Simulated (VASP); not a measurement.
Here is a VASP 6.6.1 calculation.

The input INCAR:

```
SYSTEM = Al
PREC = Accurate
ENCUT = 520
EDIFF = 1E-7
ISMEAR = -1
SIGMA = 0.15
LREAL = .FALSE.
LASPH = .TRUE.
NELM = 80
ALGO = Fast
ISIF = 2
LWAVE = .FALSE.
LCHARG = .FALSE.
GGA = PS
NBANDS = 8
```

The input KPOINTS:

```
regular mesh
0
G
  20 20 20
  0 0 0
```

The input POSCAR:

```
Al
1.0
    0.0000000000      2.0082313910      2.0082313910
    2.0082313910      0.0000000000      2.0082313910
    2.0082313910      2.0082313910      0.0000000000
Al
1
Direct
    0.0000000000      0.0000000000      0.0000000000
```

Potentials or basis: VASP PAW PBE potentials, release 64 (Al).

Run with:

```console
$ cat potpaw_PBE.64/Al/POTCAR > POTCAR
$ mpirun -np 1 vasp_std > vasp.out
```

Question: What does it give for the band gap on the k mesh?

Answer: Zero (an odd number of electrons rules out a gap without spin polarisation).

Question: Predict the pressure.

Answer: 0.1 GPa.

Caveat: the PAW data sets were made with another functional, which shifts forces and pressure a little.
